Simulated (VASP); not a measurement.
Input of a VASP 6.6.1 run:

File INCAR:

```
PREC     = Accurate       # precision mode
ENCUT    = 600            # plane-wave cutoff, eV
EDIFF    = 1E-7           # SCF threshold, eV
ISMEAR   = -1             # smearing method
SIGMA    = 0.1            # smearing width, eV
LREAL    = False          # projectors in reciprocal space
LASPH    = True           # aspherical terms in the spheres
NELM     = 80             # most SCF steps
ALGO     = Normal         # electronic algorithm
ISIF     = 3              # what is computed and relaxed
LWAVE    = False          # write WAVECAR
LCHARG   = False          # write CHGCAR
GGA      = PE             # functional
IBRION   = 2              # ionic algorithm
NSW      = 60             # ionic steps
EDIFFG   = -0.005         # ionic threshold
PSTRESS  = 3700.0
```

File KPOINTS:

```
Automatic mesh
0
Gamma
  9 9 12
```

File POSCAR:

```
Sb
1.0
    4.0169043577      0.0000000000      0.0000000000
   -2.0084521788      3.4787412184      0.0000000000
    0.0000000000      0.0000000000      2.4904807018
Sb
3
Direct
    0.0000000000      0.0000000000      0.0000000000
    0.3333333333      0.6666666667      0.5000000000
    0.6666666667      0.3333333333      0.5000000000
```

Potentials or basis: VASP PAW PBE potentials, release 64 (Sb).

Run with:

```bash
$ cat potpaw_PBE.64/Sb/POTCAR > POTCAR
$ mpirun -np 1 vasp_std > vasp.out
```

**Question.** Estimate the relaxed cell.

**Answer.** a = 4.095 Å, b = 4.095 Å, c = 2.426 Å, α = 90.00°, β = 90.00°, γ = 120.00°.

**Question.** Predict the space group after relaxing (to 0.1 Å).

**Answer.** P6/mmm (No. 191).

Step by step:
```tsv
step	energy change (eV)	largest force (eV/Å)	pressure (GPa)	volume (Å³)
1	0.0000	0.0000	387.26	34.80
2	-10.6444	0.0000	215.49	41.17
3	-2.2527	0.0000	352.17	35.73
4	-2.0185	0.0000	355.81	35.63
5	4.7435	0.0000	452.94	33.47
6	-1.4532	0.0000	365.47	35.36
7	-1.2796	0.0000	368.36	35.28
8	-1.2023	0.0000	369.64	35.25
9	-1.2202	0.0000	369.34	35.25
10	-0.9441	0.0000	373.75	35.14
11	-1.1955	0.0000	369.74	35.24
12	-1.1045	0.0000	371.22	35.20
13	-1.1697	0.0000	370.16	35.23
14	-1.1720	0.0000	370.12	35.23
15	-1.2021	0.0000	369.64	35.25
16	-1.1780	0.0000	370.02	35.24
```

Caveat: the cell is relaxed towards a set pressure, so the run minimises the enthalpy, not the energy; the highest band is partly filled, so the run has too few bands.
